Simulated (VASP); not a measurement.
# Nb3Pd (Cmmm) in VASP: notebook

Runs on Nb3Pd. Level: LDA. Tasks: single point.

All numbers are computed with VASP 6.6.1; they aren't measurements. Logs are shortened: lines on timing, memory, paths and dates and some standing lists are left out, and cuts for length are marked.

### 1 The cell of the first run

The structure is orthorhombic, space group Cmmm (No. 65). The conventional cell has a = 3.445 Å, b = 4.435 Å, c = 9.077 Å, α = 90.00°, β = 90.00°, γ = 90.00°. Within 3.7 Å of Nb (site symmetry mm2) lie 4 Pd at 2.78 to 3.11 Å and 10 Nb at 2.81 to 3.45 Å. Within 3.7 Å of Nb (site symmetry mmm) lie 14 Nb at 2.81 to 3.45 Å. Pd (site symmetry mmm) has 8 Nb at 2.78 to 3.11 Å and 6 Pd at 2.81 to 3.45 Å within 3.7 Å.

### 2 Single point, LDA

The input, INCAR:

```
ALGO = Normal ; EDIFF = 1E-6
ENCUT = 500 ; GGA_COMPAT = False
ISIF = 2 ; ISMEAR = 1
LASPH = True ; LCHARG = False
LREAL = False ; LWAVE = False
NBANDS = 32 ; NELM = 120
PREC = Accurate ; SIGMA = 0.15
```

The input, KPOINTS:

```
k-points
0
Gamma
  9 9 3
```

The input, POSCAR:

```
Nb3Pd
1.0
    1.7225924500     -2.2173624700      0.0000000000
    1.7225924500      2.2173624700      0.0000000000
    0.0000000000      0.0000000000      9.0767139700
Nb Pd
3 1
Direct
    0.5000000000      0.5000000000      0.7602057000
    0.5000000000      0.5000000000      0.2397943000
    0.0000000000      0.0000000000      0.5000000000
    0.0000000000      0.0000000000      0.0000000000
```

Potentials or basis: VASP PAW LDA potentials, release 64 (Nb_sv, Pd).

Command:

```
$ cat potpaw_LDA.64/Nb_sv/POTCAR potpaw_LDA.64/Pd/POTCAR > POTCAR
$ mpirun -np 1 vasp_std > vasp.out
```

OUTCAR:

```text
EDIFF = 1E-6
   ENCUT = 500
   ISIF = 2
   ISMEAR = 1
   LASPH = True
   LREAL = False
   NELM = 120
   PREC = Accurate

 ion  position               nearest neighbor table
   1  0.500  0.500  0.760-   4 2.78   4 2.78   3 2.92   3 2.92   4 3.11   4 3.11
   2  0.500  0.500  0.240-   4 2.78   4 2.78   3 2.92   3 2.92   4 3.11   4 3.11
   3  0.000  0.000  0.500-   1 2.92   2 2.92   1 2.92   2 2.92
   4  0.000  0.000  0.000-   1 2.78   2 2.78   1 2.78   2 2.78   1 3.11   2 3.11   1 3.11   2 3.11

  LATTYP: Found a base centered orthorhombic cell.
 ALAT       =     3.4451849000
 B/A-ratio  =     1.2872240732
 C/A-ratio  =     2.6346086592

  Lattice vectors:

 A1 = (   1.7225924500,  -2.2173624700,   0.0000000000)
 A2 = (   1.7225924500,   2.2173624700,   0.0000000000)
 A3 = (   0.0000000000,   0.0000000000,   9.0767139700)

Analysis of symmetry for initial positions (statically):
=====================================================================
 Subroutine PRICEL returns:
 Original cell was already a primitive cell.

 Routine SETGRP: Setting up the symmetry group for a
 base centered orthorhombic supercell.

 Subroutine GETGRP returns: Found  8 space group operations
 (whereof  8 operations were pure point group operations)
 out of a pool of  8 trial point group operations.

The static configuration has the point symmetry D_2h.

Analysis of symmetry for dynamics (positions and initial velocities):
=====================================================================
 Subroutine PRICEL returns:
 Original cell was already a primitive cell.

 Routine SETGRP: Setting up the symmetry group for a
 base centered orthorhombic supercell.

 Subroutine GETGRP returns: Found  8 space group operations
 (whereof  8 operations were pure point group operations)
 out of a pool of  8 trial point group operations.

The dynamic configuration has the point symmetry D_2h.

 Subroutine INISYM returns: Found  8 space group operations
 (whereof  8 operations are pure point group operations),
 and found     1 'primitive' translations

----------------------------------------------------------------------------------------

                                     Primitive cell

  volume of cell :      69.3390

  direct lattice vectors                    reciprocal lattice vectors
     1.722592450 -2.217362470  0.000000000     0.290260183 -0.225493128  0.000000000
     1.722592450  2.217362470  0.000000000     0.290260183  0.225493128  0.000000000
     0.000000000  0.000000000  9.076713970     0.000000000  0.000000000  0.110172030

  length of vectors
     2.807849902  2.807849902  9.076713970     0.367556968  0.367556968  0.110172030

  position of ions in fractional coordinates (direct lattice)
     0.500000000  0.500000000  0.760205700
     0.500000000  0.500000000  0.239794300
     0.000000000  0.000000000  0.500000000
     0.000000000  0.000000000  0.000000000

  ion indices of the primitive-cell ions
   primitive index   ion index
                 1           1
                 2           2
                 3           3
                 4           4

----------------------------------------------------------------------------------------

 KPOINTS: k-points

Automatic generation of k-mesh.
 Grid dimensions read from file:
 generate k-points for:    9    9    3

 Generating k-lattice:

  Cartesian coordinates                     Fractional coordinates (reciprocal lattice)
     0.032251131 -0.025054792  0.000000000     0.111111111  0.000000000  0.000000000
     0.032251131  0.025054792  0.000000000     0.000000000  0.111111111  0.000000000
     0.000000000  0.000000000  0.036724010     0.000000000  0.000000000  0.333333333

  Length of vectors
     0.040839663  0.040839663  0.036724010

  Shift w.r.t. Gamma in fractional coordinates (k-lattice)
     0.000000000  0.000000000  0.000000000

 Subroutine IBZKPT returns following result:
 ===========================================

 Found     50 irreducible k-points:

 Following reciprocal coordinates:
            Coordinates               Weight
  0.000000  0.000000  0.000000      1.000000
  0.111111  0.000000  0.000000      4.000000
  0.222222 -0.000000  0.000000      4.000000
  0.333333  0.000000  0.000000      4.000000
  0.444444 -0.000000  0.000000      4.000000
  0.111111  0.111111  0.000000      2.000000
[... 16 lines left out ...]
 -0.333333  0.333333  0.000000      2.000000
  0.444444  0.444444  0.000000      2.000000
 [... further k-points ...]
   k-points           NKPTS =     50   k-points in BZ     NKDIM =     50   number of bands    NBANDS=     32
   number of dos      NEDOS =    301   number of ions     NIONS =      4
   total plane-waves  NPLWV =  28000
   dimension x,y,z NGX =    20 NGY =   20 NGZ =   70
   dimension x,y,z NGXF=    40 NGYF=   40 NGZF=  140
   ions per type =               3   1
   NGX,Y,Z   is equivalent  to a cutoff of  11.84, 11.84, 12.82 a.u.
   NGXF,Y,Z  is equivalent  to a cutoff of  23.68, 23.68, 25.64 a.u.
 SYSTEM =  unknown system
   PREC   = accura    normal or accurate (medium, high low for compatibility)
   ISTART =      0    job   : 0-new  1-cont  2-samecut
   ICHARG =      2    charge: 1-file 2-atom 10-const
   ISPIN  =      1    spin polarized calculation?
   LNONCOLLINEAR =      F non collinear calculations
   LSORBIT =      F    spin-orbit coupling
   LASPH  =      T    aspherical Exc in radial PAW
   ENCUT  =  500.0 eV  36.75 Ry    6.06 a.u.   5.12  5.12 16.55*2*pi/ulx,y,z
   NELM   =    120;   NELMIN=  2; NELMDL= -5     # of ELM steps
   EDIFF  = 0.1E-05   stopping-criterion for ELM
   LREAL  =      F    real-space projection
[... 7 lines left out ...]
   TEBEG  =    0.0;   TEEND  =   0.0 temperature during run
   PSTRESS=    0.0 pullay stress
   NELECT =      49.0000    total number of electrons
   NUPDOWN=      -1.0000    fix difference up-down
   EMIN   =  10.00;   EMAX   =-10.00  energy-range for DOS
   EFERMI =   0.00;   METHOD = LEGACY
   ISMEAR =     1;   SIGMA  =   0.15  broadening in eV -4-tet -1-fermi 0-gaus
   EFERMI_NEDOS =   21; number of points for ismear=-14 and -15
   IALGO  =     38    algorithm
   IMIX   =      4    mixing-type and parameters
     AMIX     =   0.40;   BMIX     =  1.00
     AMIX_MAG =   1.60;   BMIX_MAG =  1.00
  volume/ion in A,a.u.               =      17.33       116.98
  Fermi-wavevector in a.u.,A,eV,Ry     =   1.458190  2.755580 28.930329  2.126319
  Thomas-Fermi vector in A             =   2.574904
   LORBIT       =      0    0 simple, 1 ext, 2 COOP (PROOUT), +10 PAW based schemes
   GGA     = CA    functional components
   LHFCALC =     F    Hartree Fock is set to
   AEXX    =    0.0000 exact exchange contribution
   IVDW    =     0    specifies the selected vdW correction
   LEPSILON=     F    determine dielectric tensor
   LRPA    =     F    only Hartree local field effects (RPA)
 non-spin polarized calculation
 Methfessel and Paxton  Order N= 1 SIGMA  =   0.15
  energy-cutoff  :      500.00
  volume of cell :       69.34
 maximum number of plane-waves:      1784
   NGX = 11   NGY = 11   NGZ = 33

 number of electron      48.9999998 magnetization

 Free energy of the ion-electron system (eV)
  ---------------------------------------------------
  ext. energy  EPLUGINS =         0.00000000
  ---------------------------------------------------
  free energy    TOTEN  =       -40.83685083 eV

  energy without entropy =      -40.83114612  energy(sigma->0) =      -40.83494926

 E-fermi :  10.7932     XC(G=0): -12.8435

 val. band max:       10.7791969313   @ k =  -0.2222   0.1111   0.0000
 cond. band min:      10.7947899700   @ k =   0.3333   0.1111   0.3333
 fundamental gap:      0.0155930387
 Fermi energy:        10.7931610880

 k-point     1 :       0.0000    0.0000    0.0000
  band No.  band energies     occupation
      1     -43.5343      2.00000
      2     -43.5173      2.00000
      3     -43.1729      2.00000
      4     -20.0842      2.00000
      5     -19.8137      2.00000
      6     -19.2801      2.00000
[... 24 lines left out ...]
     31      13.9818      0.00000
     32      14.2527      0.00000

 k-point     2 :       0.1111    0.0000    0.0000
  band No.  band energies     occupation
      1     -43.5162      2.00000
      2     -43.5011      2.00000
      3     -43.1583      2.00000
      4     -20.0506      2.00000
      5     -19.8094      2.00000
      6     -19.3584      2.00000
[... 24 lines left out ...]
     31      13.7415     -0.00000
     32      14.2233      0.00000

 k-point     3 :       0.2222   -0.0000    0.0000
  band No.  band energies     occupation
      1     -43.4701      2.00000
      2     -43.4598      2.00000
      3     -43.1214      2.00000
      4     -19.9729      2.00000
      5     -19.8246      2.00000
      6     -19.6434      2.00000
[... 24 lines left out ...]
     31      13.8730      0.00000
     32      14.0711      0.00000

 k-point     4 :       0.3333    0.0000    0.0000
  band No.  band energies     occupation
      1     -43.4168      2.00000
      2     -43.4124      2.00000
      3     -43.0792      2.00000
      4     -20.0805      2.00000
      5     -19.9986      2.00000
      6     -19.9167      2.00000
[... 24 lines left out ...]
     31      13.9489      0.00000
     32      14.4969      0.00000

 k-point     5 :       0.4444   -0.0000    0.0000
  band No.  band energies     occupation
      1     -43.3815      2.00000
      2     -43.3811      2.00000
      3     -43.0516      2.00000
      4     -20.2897      2.00000
      5     -20.2175      2.00000
      6     -20.0821      2.00000
[... 584 lines left out ...]
     31      14.7725      0.00000
     32      14.9421      0.00000

 k-point    22 :      -0.4444    0.3333    0.0000
  band No.  band energies     occupation
      1     -43.2986      2.00000
      2     -43.2931      2.00000
      3     -42.9585      2.00000
      4     -20.1509      2.00000
      5     -20.1297      2.00000
      6     -19.9136      2.00000
[... 24 lines left out ...]
     31      14.8964      0.00000
     32      15.1501      0.00000

 k-point    23 :      -0.3333    0.3333    0.0000
  band No.  band energies     occupation
      1     -43.3313      2.00000
      2     -43.3235      2.00000
      3     -42.9868      2.00000
      4     -19.9737      2.00000
      5     -19.9580      2.00000
      6     -19.7874      2.00000
[... 24 lines left out ...]
     31      13.9701      0.00000
     32      14.7135      0.00000

 k-point    24 :       0.4444    0.4444    0.0000
  band No.  band energies     occupation
      1     -43.2686      2.00000
      2     -43.2640      2.00000
      3     -42.9302      2.00000
      4     -20.2501      2.00000
      5     -20.1937      2.00000
      6     -19.9460      2.00000
[... 24 lines left out ...]
     31      16.1082      0.00000
     32      16.2201      0.00000

 [... further k-points ...]

------------------------ aborting loop because EDIFF is reached ----------------------------------------

  FORCE on cell =-STRESS in cart. coord.  units (eV):
  Direction    XX          YY          ZZ          XY          YZ          ZX
  --------------------------------------------------------------------------------------
  -------------------------------------------------------------------------------------
  Total       -4.9571909     -4.9088465     -4.7600177     -0.0000000      0.0000000      0.0000000
  in kB     -114.5429464   -113.4258789   -109.9869784     -0.0000000      0.0000000      0.0000000
  external PRESSURE =    -112.6519346 kB  Pullay stress =       0.0000000 kB

 VOLUME and BASIS-vectors are now :
 -----------------------------------------------------------------------------
  energy-cutoff  :      500.00
  volume of cell :       69.34
      direct lattice vectors                 reciprocal lattice vectors
     1.722592450 -2.217362470  0.000000000     0.290260183 -0.225493128  0.000000000
     1.722592450  2.217362470  0.000000000     0.290260183  0.225493128  0.000000000
     0.000000000  0.000000000  9.076713970     0.000000000  0.000000000  0.110172030

 POSITION                                       TOTAL-FORCE (eV/Angst)
 -----------------------------------------------------------------------------------
      1.72259      0.00000      6.90017        -0.000000      0.000000      0.062315
      1.72259      0.00000      2.17654         0.000000      0.000000     -0.062315
      0.00000      0.00000      4.53836        -0.000000      0.000000     -0.000000
      0.00000      0.00000      0.00000        -0.000000      0.000000     -0.000000
 -----------------------------------------------------------------------------------
    total drift:                                0.000000      0.000000      0.000000

  FREE ENERGIE OF THE ION-ELECTRON SYSTEM (eV)
  ---------------------------------------------------
  free  energy   TOTEN  =       -40.8368508342 eV

  energy  without entropy=      -40.8311461158  energy(sigma->0) =      -40.83494926
```

Run time: 81 s. Hardware: 1 thread of Intel Xeon Platinum 8375C at 2.90GHz (Ice Lake), shared host; peak memory 0.21 GiB.

Results:

```
Free energy            : -40.8369 eV
Pressure               : -11.3 GPa
Largest force          : 0.062 eV/Å
Band gap on the k mesh : zero (an odd number of electrons rules out a gap without spin polarisation)
```

Forces on the atoms (eV/Å):
```
Nb   0.000  0.000  0.062
Nb   0.000  0.000 -0.062
Nb   0.000  0.000  0.000
Pd   0.000  0.000  0.000
```

Caveat: the cell stands under tension.

(Part 1 of 2 ends here.)
